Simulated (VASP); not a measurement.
Set up this calculation in VASP 6.6.1, as the native input.

```yaml
Task: single point
Functional: PBEsol
Potentials_or_basis: VASP PAW PBE potentials, release 64 (Bi_d)
Cutoff: 520 eV
k_mesh: 6 × 6 × 6
Occupations: fermi-dirac, width 0.1 eV
Spin: no spin polarisation
Dipole_correction: no
Further_INCAR_settings: ALGO = Normal; EDIFF = 1e-06; NBANDS = 22
```

The structure of Bi lies in POSCAR:

```
Bi
1.0
    0.0000000000      3.0543591173      3.0543591173
    3.0543591173      0.0000000000      3.0543591173
    3.0543591173      3.0543591173      0.0000000000
Bi
2
Direct
    0.0000000000      0.0000000000      0.0000000000
    0.2500000000      0.2500000000      0.2500000000
```

These files were run (other wordings do the same):

INCAR

```
SYSTEM = Bi
PREC     = Accurate       ! precision mode
ENCUT    = 520            ! plane-wave cutoff, eV
EDIFF    = 1E-6           ! SCF threshold, eV
ISMEAR   = -1             ! smearing method
SIGMA    = 0.1            ! smearing width, eV
LREAL    = .False.        ! projectors in reciprocal space
LASPH    = .True.         ! aspherical terms in the spheres
NELM     = 60             ! most SCF steps
ALGO     = Normal         ! electronic algorithm
ISIF     = 2              ! what is computed and relaxed
LWAVE    = .False.        ! write WAVECAR
LCHARG   = .False.        ! write CHGCAR
GGA      = PS             ! functional
NBANDS   = 22             ! bands
```

KPOINTS

```
regular mesh
0
Gamma
  6 6 6
  0 0 0
```

Potentials or basis: VASP PAW PBE potentials, release 64 (Bi_d).

Command:

```bash
$ cat potpaw_PBE.64/Bi_d/POTCAR > POTCAR
$ mpirun -np 1 vasp_std > vasp.out
```

Results of the run:

```json
{"Pressure": "44.9 GPa", "Band gap on the k mesh": "zero (band 15 reaches 9.79 eV, above the bottom of band 16 at 8.15 eV)"}
```

Caveat: the PAW data sets were made with another functional, which shifts forces and pressure a little; spin-orbit coupling is left out, which moves the levels of the heavy elements.

Wall time 8 s on 1 thread of Intel(R) Xeon(R) 6975P-C (Granite Rapids) (shared host), peak memory 0.17 GiB.
